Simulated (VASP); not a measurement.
# Ag: single point with PBE

The system is Ag.

```
Ag
1.0
     0.00000    2.20655    2.12482
     2.20655    0.00000    2.12482
     2.20655    2.20655    0.00000
Ag
1
Direct
  0.00000 0.00000 0.00000
```

This cell differs from its parent crystal: strain +0.080 along x and y, +0.040 along z.

```
Program             : VASP 6.6.1
Task                : single point
Functional          : PBE
Potentials or basis : VASP PAW PBE potentials, release 64 (Ag)
Cutoff              : 520 eV
k mesh              : 20 × 20 × 20
Occupations         : gaussian, width 0.15 eV
Spin                : no spin polarisation
```

```json
{
 "Pressure": "-8.8 GPa"
}
```

Stress tensor (GPa, compression positive):
```
-9.01  0.00  0.00
 0.00 -9.01  0.00
 0.00  0.00 -8.34
```

Levels at points of the mesh, in eV from the Fermi level:
```tsv
k point	band 3	band 4	band 5	band 6	band 7	band 8	band 9	band 10
(0.00, 0.00, 0.00)	-4.30	-4.13	-3.61	-3.44	15.46	17.81	17.81	18.03
(0.50, 0.00, 0.00)	-4.17	-2.99	-2.91	0.06	2.61	14.53	15.44	16.43
(0.50, 0.50, 0.00)	-2.98	-2.80	-2.80	2.12	5.88	9.26	9.26	14.44
(0.50, 0.00, 0.50)	-2.98	-2.87	-2.75	1.56	5.06	9.86	9.89	15.10
```

Wall time 56 s on 1 thread of Intel(R) Xeon(R) 6975P-C (Granite Rapids), on a shared host, peak memory 0.26 GiB.

Caveat: the cell differs from its parent crystal (strain +0.080 along x and y, +0.040 along z).
